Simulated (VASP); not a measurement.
Crystal: BaMgAsF.

```
CELL_PARAMETERS angstrom
4.41763 0.00000 0.00000
0.00000 4.41763 0.00000
0.00000 0.00000 9.68734
ATOMIC_POSITIONS crystal
Ba 0.50000 0.00000 0.15474
Ba 0.00000 0.50000 0.84526
As 0.50000 0.00000 0.66135
As 0.00000 0.50000 0.33865
Mg 0.50000 0.50000 0.50000
Mg 0.00000 0.00000 0.50000
F 0.50000 0.50000 0.00000
F 0.00000 0.00000 0.00000
```

- Program: VASP 6.6.1
- Task: relaxation of cell and atoms
- Functional: PBE
- Dispersion: D3(BJ)
- Potentials or basis: VASP PAW PBE potentials, release 64 (Ba_sv, As, Mg, F)
- Cutoff: 600 eV
- k mesh: 6 × 6 × 4
- Occupations: gaussian, width 0.02 eV
- Spin: no spin polarisation

At the start: pressure -1.3 GPa; volume 23.63 Å³/atom.

Where does the relaxation end?

Over 6 steps the energy falls by 3.4 meV/atom and the volume is 22.94 Å³/atom (-2.9 %); space group P4/nmm (No. 129, to 0.1 Å) before and after.

The path:
```csv
step,energy change (eV),largest force (eV/Å),pressure (GPa),volume (Å³)
1,0.0000,0.1433,-1.28,189.05
2,-0.0214,0.2105,0.12,183.95
3,-0.0215,0.2088,0.08,184.07
4,-0.0251,0.1170,0.05,183.83
5,-0.0268,0.0082,0.02,183.55
6,-0.0268,0.0023,0.01,183.53
```

Final structure:
```xyz
8
Lattice="4.3763 0.0000 0.0000 0.0000 4.3763 0.0000 0.0000 0.0000 9.5826" Properties=species:S:1:pos:R:3 pbc="T T T"
Ba    2.1882    0.0000    1.5139
Ba    0.0000    2.1882    8.0687
As    2.1882    0.0000    6.3396
As    4.3763    2.1882    3.2430
Mg    2.1882    2.1882    4.7913
Mg    0.0000    4.3763    4.7913
F     2.1882    2.1882    0.0000
F     0.0000    0.0000    0.0000
```
